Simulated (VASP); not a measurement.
# Cr (Pm-3m) in VASP: a series of runs, part 2 of 2

VASP 6.6.1.

## 4. Single point, PBE

This run uses another cell than the first one: it holds 1 atom, not 2.

INCAR

```
SYSTEM = Cr
ALGO = Normal
EDIFF = 1E-7
ENCUT = 520
GGA = PE
ISIF = 2
ISMEAR = -1
LASPH = .True.
LCHARG = .False.
LREAL = .False.
LWAVE = .False.
NBANDS = 12
NELM = 60
PREC = Accurate
SIGMA = 0.1
```

KPOINTS

```
k-points
0
Gamma
  13 13 13
  0 0 0
```

POSCAR

```
Cr
1.0
    2.3386903733      0.0000000000      0.0000000000
    0.0000000000      2.3386903733      0.0000000000
    0.0000000000      0.0000000000      2.3386903733
Cr
1
Direct
    0.0000000000      0.0000000000      0.0000000000
```

Started as:

```
> cat potpaw_PBE.64/Cr_pv/POTCAR > POTCAR
> mpirun -np 1 vasp_std > vasp.out
```

Wall time 11 s (1 thread of Intel Xeon 6975P-C, shared host); peak memory 0.13 GiB.

It converged, with:

```yaml
Free_energy: -8.5291 eV
Pressure: -0.2 GPa
Band_gap_on_the_k_mesh: zero (band 6 reaches 10.71 eV, above the bottom of band 7 at 9.19 eV)
```

Levels at points of the mesh, in eV from the Fermi level:
```tsv
k point	band 4	band 5	band 6	band 7	band 8	band 9
(0.00, 0.00, 0.00)	-7.36	-3.19	-3.19	2.45	2.45	2.45
```

Caveat: the run has no spin polarisation, though such a crystal can be magnetic. Spin polarisation is off, so any magnetic state and its effect on volume and gap are missing.

## 5. Single point, PBE (volume scaled by 0.88)

INCAR

```
PREC = Accurate
ENCUT = 520
EDIFF = 1E-6
ISMEAR = -1
SIGMA = 0.1
LREAL = F
LASPH = T
NELM = 80
ALGO = Normal
ISIF = 2
LWAVE = F
LCHARG = F
GGA = PE
NBANDS = 12
```

KPOINTS

```
Automatic mesh
0
Gamma
  15 15 15
```

POSCAR

```
Cr
1.0
    2.2411294989      0.0000000000      0.0000000000
    0.0000000000      2.2411294989      0.0000000000
    0.0000000000      0.0000000000      2.2411294989
Cr
1
Direct
    0.0000000000      0.0000000000      0.0000000000
```

Started as:

```
> cat potpaw_PBE.64/Cr_pv/POTCAR > POTCAR
> mpirun -np 1 vasp_std > vasp.out
```

Run time: 11 s. Hardware: 1 thread of Intel Xeon 6975P-C, shared host; peak memory 0.13 GiB.

It converged, with:

```yaml
Free_energy: -8.3738 eV
Pressure: 32.2 GPa
Band_gap_on_the_k_mesh: zero (band 6 reaches 12.62 eV, above the bottom of band 7 at 10.59 eV)
```

Levels at points of the mesh, in eV from the Fermi level:
```csv
k point,band 2,band 3,band 4,band 5,band 6,band 7,band 8,band 9,band 10,band 11
"(0.00, 0.00, 0.00)",-42.34,-42.34,-7.81,-3.74,-3.74,2.93,2.93,2.93,7.65,21.28
```

Caveat: the cell differs from its parent crystal (volume scaled by 0.88); the run has no spin polarisation, though such a crystal can be magnetic. Spin polarisation is off, so any magnetic state and its effect on volume and gap are missing.

## 6. Relaxation of cell and atoms, PBE

This run uses another cell than the first one: it holds 1 atom, not 2.

INCAR

```
ALGO = Normal
EDIFF = 1E-6
EDIFFG = -0.01
ENCUT = 600
GGA = PE
IBRION = 2
ISIF = 3
ISMEAR = -1
LASPH = True
LCHARG = False
LREAL = False
LWAVE = False
NELM = 80
NSW = 80
PREC = Accurate
SIGMA = 0.1
```

KPOINTS

```
k-points
0
Gamma
  13 13 13
```

POSCAR

```
Cr
1.0
    2.3484326893      0.0000000000      0.0000000000
    0.0000000000      2.3484326893      0.0000000000
    0.0000000000      0.0000000000      2.3484326893
Cr
1
Direct
    0.0000000000      0.0000000000      0.0000000000
```

Potentials or basis: VASP PAW PBE potentials, release 64 (Cr_pv).

Started as:

```
> cat potpaw_PBE.64/Cr_pv/POTCAR > POTCAR
> mpirun -np 1 vasp_std > vasp.out
```

OUTCAR:

```text
EDIFF = 1E-6
   EDIFFG = -0.01
   ENCUT = 600
   GGA = PE
   IBRION = 2
   ISIF = 3
   ISMEAR = -1
   LASPH = True
   LREAL = False
   NELM = 80
   NSW = 80
   PREC = Accurate

 ion  position               nearest neighbor table
   1  0.000  0.000  0.000-

  LATTYP: Found a simple cubic cell.
 ALAT       =     2.3484326893

  Lattice vectors:

 A1 = (   2.3484326893,   0.0000000000,   0.0000000000)
 A2 = (   0.0000000000,   2.3484326893,   0.0000000000)
 A3 = (   0.0000000000,   0.0000000000,   2.3484326893)

Analysis of symmetry for initial positions (statically):
=====================================================================
 Subroutine PRICEL returns:
 Original cell was already a primitive cell.

 Routine SETGRP: Setting up the symmetry group for a
 simple cubic supercell.

[... 246 lines left out ...]

 val. band max:        9.6557264683   @ k =   0.3846   0.1538   0.1538
 cond. band min:       9.7409591906   @ k =   0.3846   0.3077   0.1538
 fundamental gap:      0.0852327223
 Fermi energy:         9.6945778652

 k-point     1 :       0.0000    0.0000    0.0000
  band No.  band energies     occupation
      1     -32.8412      2.00000
      2     -32.8412      2.00000
      3     -32.8412      2.00000
      4       2.3283      2.00000
      5       6.5021      2.00000
      6       6.5021      2.00000
      7      12.1512      0.00000
      8      12.1512      0.00000
      9      12.1512      0.00000
     10      17.2134      0.00000
[... 287 lines left out ...]
 k-point    24 :       0.3846    0.3077    0.0000
  band No.  band energies     occupation
      1     -33.6523      2.00000
      2     -33.4334      2.00000
      3     -32.7013      2.00000
      4       6.0001      2.00000
      5       7.5396      2.00000
      6      10.3374      0.00322
      7      10.6721      0.00011
      8      11.0892      0.00000
      9      12.3167      0.00000
     10      17.2120      0.00000

 [... further k-points ...]
[... 5 lines left out ...]
  --------------------------------------------------------------------------------------
  -------------------------------------------------------------------------------------
  Total        0.0003769      0.0003769      0.0003769     -0.0000000      0.0000000      0.0000000
  in kB        0.0472589      0.0472589      0.0472589     -0.0000000      0.0000000      0.0000000
  external PRESSURE =       0.0472589 kB  Pullay stress =       0.0000000 kB
[... 16 lines left out ...]
  FREE ENERGIE OF THE ION-ELECTRON SYSTEM (eV)
  ---------------------------------------------------
  free  energy   TOTEN  =        -8.5290295983 eV

  energy  without entropy=       -8.4914554204  energy(sigma->0) =       -8.51024251

 reached required accuracy - stopping structural energy minimisation
```

Run time: 17 s. Hardware: 1 thread of Intel Xeon 6975P-C, shared host; peak memory 0.13 GiB.

What came out:

* Free energy: -8.5290 eV
* Relaxed volume: 12.78 Å³/atom
* Relaxed cell: a = 2.338 Å, b = 2.338 Å, c = 2.338 Å, α = 90.00°, β = 90.00°, γ = 90.00°
* Space group after relaxing (to 0.05 Å): Pm-3m (No. 221)
* Energy gained by relaxing: 1.4 meV/atom
* Ionic steps: 3
* Pressure after relaxing: 0.0 GPa
* Band gap on the k mesh: zero (band 6 reaches 10.72 eV, above the bottom of band 7 at 9.21 eV)

Step by step:
```tsv
step	energy change (eV)	largest force (eV/Å)	pressure (GPa)	volume (Å³)
1	0.0000	0.0000	-2.53	12.95
2	0.0006	0.0000	3.20	12.57
3	-0.0014	0.0000	0.00	12.78
```

Final structure:
```xyz
1
Lattice="2.3378 0.0000 0.0000 0.0000 2.3378 0.0000 0.0000 0.0000 2.3378" Properties=species:S:1:pos:R:3 pbc="T T T"
Cr    0.0000    0.0000    0.0000
```

Levels at points of the mesh, in eV from the Fermi level:
| k point | band 4 | band 5 | band 6 | band 7 | band 8 | band 9 |
| --- | --- | --- | --- | --- | --- | --- |
| (0.00, 0.00, 0.00) | -7.37 | -3.19 | -3.19 | 2.46 | 2.46 | 2.46 |

Caveat: the run has no spin polarisation, though such a crystal can be magnetic. Spin polarisation is off, so any magnetic state and its effect on volume and gap are missing.

## 7. Overview

| task | spin | cell | k mesh | cutoff (eV) | smearing | gap on the mesh (eV) | pressure (GPa) | moment (μB) |
| --- | --- | --- | --- | --- | --- | --- | --- | --- |
| single point | collinear, antiferromagnetic start | a = 3.219 Å, angles 60.0°, 2 atoms | 13 × 13 × 13 | 520 | fermi-dirac 0.05 eV | none | 18.3 | 0.00 |
| single point | collinear, antiferromagnetic start | a = 3.310 Å, angles 60.0°, 2 atoms | 6 × 6 × 6 | 520 | fermi-dirac 0.1 eV | none | 0.5 | 0.00 |
| single point | off | a = 2.339 Å, 1 atom | 13 × 13 × 13 | 520 | fermi-dirac 0.1 eV | none | -0.2 | - |
| single point | off | a = 2.241 Å, 1 atom | 15 × 15 × 15 | 520 | fermi-dirac 0.1 eV | none | 32.2 | - |
| relaxation of cell and atoms | off | relaxed from a = 2.348 Å, 1 atom | 13 × 13 × 13 | 600 | fermi-dirac 0.1 eV | none | 0.0 | - |

Alike in all rows: level PBE; potentials or basis VASP PAW PBE potentials, release 64 (Cr_pv).

Caveats: some runs use coarse meshes.

Absolute energies hang on the potentials; compare differences alone.
